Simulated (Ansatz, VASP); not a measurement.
**Two plane-wave programs on CdSe**

File INCAR:

```
SYSTEM = CdSe
PREC = Accurate
ENCUT = 520
EDIFF = 1E-7
ISMEAR = 0
SIGMA = 0.05
LREAL = .False.
LASPH = .True.
NELM = 100
ALGO = Normal
ISIF = 2
LWAVE = .False.
LCHARG = .False.
GGA = PE
NBANDS = 16
```

File KPOINTS:

```
regular mesh
0
Gamma
  10 10 10
  0 0 0
```

The input POSCAR:

```
CdSe
1.0
    0.0000000000      3.3890977472      3.3890977472
    3.3890977472      0.0000000000      3.3890977472
    3.1324300778      3.1324300778      0.2566676694
Cd Se
1 1
Direct
    0.0000000000      0.0000000000      0.0000000000
    0.7500000000      0.7500000000      0.7500000000
```

Input for Ansatz:

```yaml
crystal:
  lattice:
    - [0.0, 3.3890977472, 3.3890977472]
    - [3.3890977472, 0.0, 3.3890977472]
    - [3.1324300778, 3.1324300778, 0.2566676694]
  atoms:
    - { symbol: Cd, position: [0.0, 0.0, 0.0] }
    - { symbol: Se, position: [0.75, 0.75, 0.75] }
basis:
  ecutwfc: 420
kpoints:
  mp_grid: { grid: [10, 10, 10] }
hamiltonian:
  xc: pbe
scf:
  occupations: { method: gaussian, width: 0.05 }
output:
  forces: true
  stress: true
  eigenvalues: true
```

Alike in both runs: task single point; functional PBE; k mesh 10 × 10 × 10; occupations gaussian, width 0.05 eV; no spin polarisation.

|  | VASP | Ansatz |
| --- | --- | --- |
| version | VASP 6.6.1 | Ansatz 0.2.0 |
| potentials or method | VASP PAW PBE potentials, release 64 (Cd, Se), cutoff 520 eV | scalar-relativistic, plane waves, PAW |
| valence electrons in the cell | 18 | 36 |

Ansatz gave:

- gap on the k mesh at the Fermi level (eV): 0.46
- least direct gap on the mesh (eV): 0.48
- pressure (GPa): -3.9
- traceless stress, the component that is largest in VASP (GPa): 2.01
- rms of the force components (eV/Å): 0.258

Problem. Which values does VASP return?

Solution. gap on the k mesh at the Fermi level (eV): 0.46; least direct gap on the mesh (eV): 0.48; pressure (GPa): -3.7; traceless stress, the component that is largest in VASP (GPa): 2.07; rms of the force components (eV/Å): 0.274.

Atom by atom the forces differ by 0.015 eV/Å (rms over components). The functional is the same, so the differences come from potentials, cutoffs and numerics. VASP's potentials hold 18 valence electrons a cell and Ansatz's 36, so a difference there can come from the potentials and not from the codes.
